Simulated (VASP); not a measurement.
# Ti (Fm-3m) in VASP: further runs

Ti is run at these levels: LDA; tasks: electric field gradients.

Program: VASP 6.6.1. These are calculated values, not measurements. Logs are shortened: lines on timing, memory, paths and dates and some standing lists are left out, and cuts for length are marked.

## (1) The cell of the first run

Symmetry: Fm-3m, No. 225, cubic system. Conventional cell: a = 3.977 Å, b = 3.977 Å, c = 3.977 Å, α = 90.00°, β = 90.00°, γ = 90.00°. Ti (site symmetry m-3m) has 12 Ti at 2.81 Å within 3.7 Å.

## (2) Electric field gradients, LDA (volume scaled by 0.94)

File INCAR:

```
SYSTEM = Ti
PREC     = Accurate       ! precision mode
ENCUT    = 520            ! plane-wave cutoff, eV
EDIFF    = 1E-8           ! SCF threshold, eV
ISMEAR   = -1             ! smearing method
SIGMA    = 0.05           ! smearing width, eV
LREAL    = .FALSE.        ! projectors in reciprocal space
LASPH    = .TRUE.         ! aspherical terms in the spheres
NELM     = 80             ! most SCF steps
ALGO     = Normal         ! electronic algorithm
ISIF     = 2              ! what is computed and relaxed
LWAVE    = .FALSE.        ! write WAVECAR
LCHARG   = .FALSE.        ! write CHGCAR
LEFG     = .TRUE.       
NBANDS   = 12             ! bands
```

File KPOINTS:

```
Automatic mesh
0
G
  14 14 14
  0 0 0
```

File POSCAR:

```
Ti
1.0
    0.0000000000      1.9885598007      1.9885598007
    1.9885598007      0.0000000000      1.9885598007
    1.9885598007      1.9885598007      0.0000000000
Ti
1
Direct
    0.0000000000      0.0000000000      0.0000000000
```

Potentials or basis: VASP PAW LDA potentials, release 64 (Ti_sv).

On the command line:

```console
$ cat potpaw_LDA.64/Ti_sv/POTCAR > POTCAR
$ mpirun -np 1 vasp_std > vasp.out
```

OUTCAR:

```text
SYSTEM = Ti
   PREC = Accurate
   ENCUT = 520
   EDIFF = 1E-8
   ISMEAR = -1
   LREAL = .FALSE.
   LASPH = .TRUE.
   NELM = 80
   ISIF = 2

 ion  position               nearest neighbor table
   1  0.000  0.000  0.000-

  LATTYP: Found a face centered cubic cell.
 ALAT       =     3.9771196014

  Lattice vectors:

 A1 = (   0.0000000000,   1.9885598007,   1.9885598007)
 A2 = (   1.9885598007,   0.0000000000,   1.9885598007)
 A3 = (   1.9885598007,   1.9885598007,   0.0000000000)

Analysis of symmetry for initial positions (statically):
=====================================================================
 Subroutine PRICEL returns:
 Original cell was already a primitive cell.

 Routine SETGRP: Setting up the symmetry group for a
 face centered cubic supercell.

 Subroutine GETGRP returns: Found 48 space group operations
 (whereof 48 operations were pure point group operations)
 out of a pool of 48 trial point group operations.

The static configuration has the point symmetry O_h .

Analysis of symmetry for dynamics (positions and initial velocities):
=====================================================================
 Subroutine PRICEL returns:
 Original cell was already a primitive cell.

 Routine SETGRP: Setting up the symmetry group for a
 face centered cubic supercell.

 Subroutine GETGRP returns: Found 48 space group operations
 (whereof 48 operations were pure point group operations)
 out of a pool of 48 trial point group operations.

The dynamic configuration has the point symmetry O_h .

 Subroutine INISYM returns: Found 48 space group operations
 (whereof 48 operations are pure point group operations),
 and found     1 'primitive' translations

----------------------------------------------------------------------------------------

                                     Primitive cell

  volume of cell :      15.7270

  direct lattice vectors                    reciprocal lattice vectors
     0.000000000  1.988559801  1.988559801    -0.251438252  0.251438252  0.251438252
     1.988559801  0.000000000  1.988559801     0.251438252 -0.251438252  0.251438252
     1.988559801  1.988559801  0.000000000     0.251438252  0.251438252 -0.251438252

  length of vectors
     2.812248240  2.812248240  2.812248240     0.435503827  0.435503827  0.435503827

  position of ions in fractional coordinates (direct lattice)
     0.000000000  0.000000000  0.000000000
[... 118 lines left out ...]
  ext. energy  EPLUGINS =         0.00000000
  ---------------------------------------------------
  free energy    TOTEN  =        -8.50307020 eV

  energy without entropy =       -8.48929184  energy(sigma->0) =       -8.49618102

 E-fermi :   9.0729     XC(G=0): -12.2675

 val. band max:        9.0728701658   @ k =  -0.1429   0.1429   0.0000
 cond. band min:       9.0755062655   @ k =  -0.3571   0.3571   0.1429
 fundamental gap:      0.0026360998
 Fermi energy:         9.0728714291

 k-point     1 :       0.0000    0.0000    0.0000
  band No.  band energies     occupation
      1     -46.7901      2.00000
      2     -22.8787      2.00000
      3     -22.8787      2.00000
      4     -22.8787      2.00000
      5       2.8497      2.00000
      6       9.9775      0.00000
      7       9.9775      0.00000
      8       9.9775      0.00000
      9      11.8209      0.00000
     10      11.8209      0.00000
     11      24.9741      0.00000
     12      29.8662      0.00000
[... 331 lines left out ...]
 k-point    24 :       0.2857    0.1429    0.0000
  band No.  band energies     occupation
      1     -46.6767      2.00000
      2     -23.3561      2.00000
      3     -23.0027      2.00000
      4     -22.9936      2.00000
      5       5.1263      2.00000
      6       8.7090      1.99862
      7      10.1220      0.00000
      8      10.7061      0.00000
      9      11.5756      0.00000
     10      12.3996      0.00000
     11      23.8086      0.00000
     12      26.1502      0.00000

 [... further k-points ...]
[... 5 lines left out ...]
  --------------------------------------------------------------------------------------
  -------------------------------------------------------------------------------------
  Total        0.2099383      0.2099383      0.2099383      0.0000000      0.0000000     -0.0000000
  in kB       21.3873179     21.3873179     21.3873179      0.0000000      0.0000000     -0.0000000
  external PRESSURE =      21.3873179 kB  Pullay stress =       0.0000000 kB

 VOLUME and BASIS-vectors are now :
 -----------------------------------------------------------------------------
  energy-cutoff  :      520.00
  volume of cell :       15.73
      direct lattice vectors                 reciprocal lattice vectors
     0.000000000  1.988559801  1.988559801    -0.251438252  0.251438252  0.251438252
     1.988559801  0.000000000  1.988559801     0.251438252 -0.251438252  0.251438252
     1.988559801  1.988559801  0.000000000     0.251438252  0.251438252 -0.251438252

 POSITION                                       TOTAL-FORCE (eV/Angst)
 -----------------------------------------------------------------------------------
      0.00000      0.00000      0.00000         0.000000      0.000000      0.000000
 -----------------------------------------------------------------------------------
    total drift:                                0.000000     -0.000000     -0.000000

  FREE ENERGIE OF THE ION-ELECTRON SYSTEM (eV)
  ---------------------------------------------------
  free  energy   TOTEN  =        -8.5030701953 eV

  energy  without entropy=       -8.4892918360  energy(sigma->0) =       -8.49618102

 Electric field gradients (V/A^2)
---------------------------------------------------------------------
 ion       V_xx      V_yy      V_zz      V_xy      V_xz      V_yz
---------------------------------------------------------------------
   1      -0.000     0.000    -0.000    -0.001    -0.001    -0.001
---------------------------------------------------------------------

 Electric field gradients after diagonalization (V/A^2)
 (convention: |V_zz| > |V_xx| > |V_yy|)
----------------------------------------------------------------------
 ion       V_xx      V_yy      V_zz     asymmetry (V_yy - V_xx)/ V_zz
----------------------------------------------------------------------
   1       0.001     0.001    -0.001       0.000
----------------------------------------------------------------------

           NMR quadrupolar parameters

 Cq : quadrupolar parameter    Cq=e*Q*V_zz/h
 eta: asymmetry parameters     (V_yy - V_xx)/ V_zz
 Q  : nuclear electric quadrupole moment in mb (millibarn)
----------------------------------------------------------------------
 ion       Cq(MHz)       eta       Q (mb)
----------------------------------------------------------------------
   1      -0.000       0.000       1.000
----------------------------------------------------------------------
```

OSZICAR:

```text
N       E                     dE             d eps       ncg     rms          rms(c)
DAV:   1     0.869593918923E+02    0.86959E+02   -0.65535E+03  2504   0.122E+03
DAV:   2    -0.519216153430E+01   -0.92152E+02   -0.89544E+02  2536   0.299E+02
DAV:   3    -0.929534864420E+01   -0.41032E+01   -0.40620E+01  3364   0.640E+01
DAV:   4    -0.939310214401E+01   -0.97753E-01   -0.97636E-01  2912   0.863E+00
DAV:   5    -0.939534840118E+01   -0.22463E-02   -0.22462E-02  2888   0.117E+00    0.900E+00
DAV:   6    -0.850537592609E+01    0.88997E+00   -0.18372E+00  2724   0.201E+01    0.250E+00
DAV:   7    -0.849270273467E+01    0.12673E-01   -0.10155E-01  3088   0.347E+00    0.135E+00
DAV:   8    -0.850275772404E+01   -0.10055E-01   -0.44451E-02  2600   0.259E+00    0.139E-01
DAV:   9    -0.850300837996E+01   -0.25066E-03   -0.28056E-03  3096   0.586E-01    0.847E-02
DAV:  10    -0.850308374227E+01   -0.75362E-04   -0.33901E-04  2676   0.205E-01    0.129E-02
DAV:  11    -0.850307113452E+01    0.12608E-04   -0.23261E-05  2992   0.671E-02    0.109E-02
DAV:  12    -0.850307018832E+01    0.94620E-06   -0.26300E-06  2748   0.178E-02    0.110E-03
DAV:  13    -0.850307021768E+01   -0.29357E-07   -0.16092E-07  3024   0.446E-03    0.237E-03
DAV:  14    -0.850307019555E+01    0.22129E-07   -0.10898E-07  2624   0.433E-03    0.985E-05
DAV:  15    -0.850307019531E+01    0.23897E-09   -0.11336E-09  1632   0.391E-04
   1 F= -.85030702E+01 E0= -.84961810E+01  d E =-.137784E-01
```

It took 11 s on 1 thread of Intel Xeon Platinum 8488C (Sapphire Rapids), shared host; peak memory 0.14 GiB.

What came out:

```
Free energy            : -8.5031 eV
Pressure               : 2.1 GPa
Band gap on the k mesh : zero (band 6 reaches 9.98 eV, above the bottom of band 7 at 8.59 eV)
```

Caveat: without QUAD_EFG the Cq values of the log hold for a quadrupole moment of 1 mb, not for the nuclei.

## (3) Electric field gradients, LDA (volume scaled by 0.94)

File INCAR:

```
SYSTEM = Ti
PREC = Accurate ; ENCUT = 520
EDIFF = 1E-8 ; ISMEAR = -1
SIGMA = 0.05 ; LREAL = .FALSE.
LASPH = .TRUE. ; NELM = 60
ALGO = Normal ; ISIF = 2
LWAVE = .FALSE. ; LCHARG = .FALSE.
GGA = CA ; LEFG = .TRUE.
NBANDS = 12
```

KPOINTS is that of step 2.

POSCAR is that of step 2.

Potentials or basis: VASP PAW LDA potentials, release 64 (Ti_sv).

On the command line:

```console
$ cat potpaw_LDA.64/Ti_sv/POTCAR > POTCAR
$ mpirun -np 1 vasp_std > vasp.out
```

OUTCAR:

```text
SYSTEM = Ti
   PREC = Accurate
   ENCUT = 520
   EDIFF = 1E-8
   ISMEAR = -1
   LREAL = .FALSE.
   LASPH = .TRUE.
   NELM = 60
   ISIF = 2
   GGA = CA

 ion  position               nearest neighbor table
   1  0.000  0.000  0.000-

  LATTYP: Found a face centered cubic cell.
 ALAT       =     3.9771196014

  Lattice vectors:

 A1 = (   0.0000000000,   1.9885598007,   1.9885598007)
 A2 = (   1.9885598007,   0.0000000000,   1.9885598007)
 A3 = (   1.9885598007,   1.9885598007,   0.0000000000)

[... 564 lines left out ...]
    total drift:                                0.000000     -0.000000     -0.000000

  FREE ENERGIE OF THE ION-ELECTRON SYSTEM (eV)
  ---------------------------------------------------
  free  energy   TOTEN  =        -8.5030701953 eV

  energy  without entropy=       -8.4892918360  energy(sigma->0) =       -8.49618102

 Electric field gradients (V/A^2)
---------------------------------------------------------------------
 ion       V_xx      V_yy      V_zz      V_xy      V_xz      V_yz
---------------------------------------------------------------------
   1      -0.000     0.000    -0.000    -0.001    -0.001    -0.001
---------------------------------------------------------------------

 Electric field gradients after diagonalization (V/A^2)
 (convention: |V_zz| > |V_xx| > |V_yy|)
----------------------------------------------------------------------
 ion       V_xx      V_yy      V_zz     asymmetry (V_yy - V_xx)/ V_zz
----------------------------------------------------------------------
   1       0.001     0.001    -0.001       0.000
----------------------------------------------------------------------

           NMR quadrupolar parameters

 Cq : quadrupolar parameter    Cq=e*Q*V_zz/h
 eta: asymmetry parameters     (V_yy - V_xx)/ V_zz
 Q  : nuclear electric quadrupole moment in mb (millibarn)
----------------------------------------------------------------------
 ion       Cq(MHz)       eta       Q (mb)
----------------------------------------------------------------------
   1      -0.000       0.000       1.000
----------------------------------------------------------------------
```

OSZICAR:

```text
N       E                     dE             d eps       ncg     rms          rms(c)
DAV:   1     0.869593918923E+02    0.86959E+02   -0.65535E+03  2504   0.122E+03
DAV:   2    -0.519216153430E+01   -0.92152E+02   -0.89544E+02  2536   0.299E+02
DAV:   3    -0.929534864420E+01   -0.41032E+01   -0.40620E+01  3364   0.640E+01
DAV:   4    -0.939310214401E+01   -0.97753E-01   -0.97636E-01  2912   0.863E+00
DAV:   5    -0.939534840118E+01   -0.22463E-02   -0.22462E-02  2888   0.117E+00    0.900E+00
DAV:   6    -0.850537592609E+01    0.88997E+00   -0.18372E+00  2724   0.201E+01    0.250E+00
DAV:   7    -0.849270273467E+01    0.12673E-01   -0.10155E-01  3088   0.347E+00    0.135E+00
DAV:   8    -0.850275772404E+01   -0.10055E-01   -0.44451E-02  2600   0.259E+00    0.139E-01
DAV:   9    -0.850300837996E+01   -0.25066E-03   -0.28056E-03  3096   0.586E-01    0.847E-02
DAV:  10    -0.850308374227E+01   -0.75362E-04   -0.33901E-04  2676   0.205E-01    0.129E-02
DAV:  11    -0.850307113452E+01    0.12608E-04   -0.23261E-05  2992   0.671E-02    0.109E-02
DAV:  12    -0.850307018832E+01    0.94620E-06   -0.26300E-06  2748   0.178E-02    0.110E-03
DAV:  13    -0.850307021768E+01   -0.29357E-07   -0.16092E-07  3024   0.446E-03    0.237E-03
DAV:  14    -0.850307019555E+01    0.22129E-07   -0.10898E-07  2624   0.433E-03    0.985E-05
DAV:  15    -0.850307019531E+01    0.23897E-09   -0.11336E-09  1632   0.391E-04
   1 F= -.85030702E+01 E0= -.84961810E+01  d E =-.137784E-01
```

stdout:

```text
POSCAR found type information on POSCAR Ti
 POSCAR found :  1 types and       1 ions
 scaLAPACK will be used
 LDA part: xc-table for (Slater(with rela. corr.)+CA(PZ))
 , standard interpolation
 POSCAR, INCAR and KPOINTS ok, starting setup
 FFT: planning ... GRIDC
 FFT: planning ... GRID_SOFT
 FFT: planning ... GRID
 WAVECAR not read
 entering main loop
ion   1
```

Run time: 12 s. Hardware: 1 thread of Intel Xeon Platinum 8488C (Sapphire Rapids), shared host; peak memory 0.14 GiB.

What came out:

| Quantity | Value |
| --- | --- |
| Free energy | -8.5031 eV |
| Pressure | 2.1 GPa |
| Band gap on the k mesh | zero (band 6 reaches 9.98 eV, above the bottom of band 7 at 8.59 eV) |

Levels at points of the mesh, in eV from the Fermi level:
```
           k point  band 3  band 4  band 5  band 6  band 7  band 8  band 9  band 10
(0.00, 0.00, 0.00)  -31.95  -31.95   -6.22    0.90    0.90    0.90    2.75     2.75
(0.50, 0.00, 0.00)  -32.07  -32.07   -2.81    0.75    0.75    1.03    4.01     4.01
(0.50, 0.50, 0.00)  -32.28  -32.28   -2.94   -2.01    3.42    3.98    4.35     4.35
```

Caveat: without QUAD_EFG the Cq values of the log hold for a quadrupole moment of 1 mb, not for the nuclei.
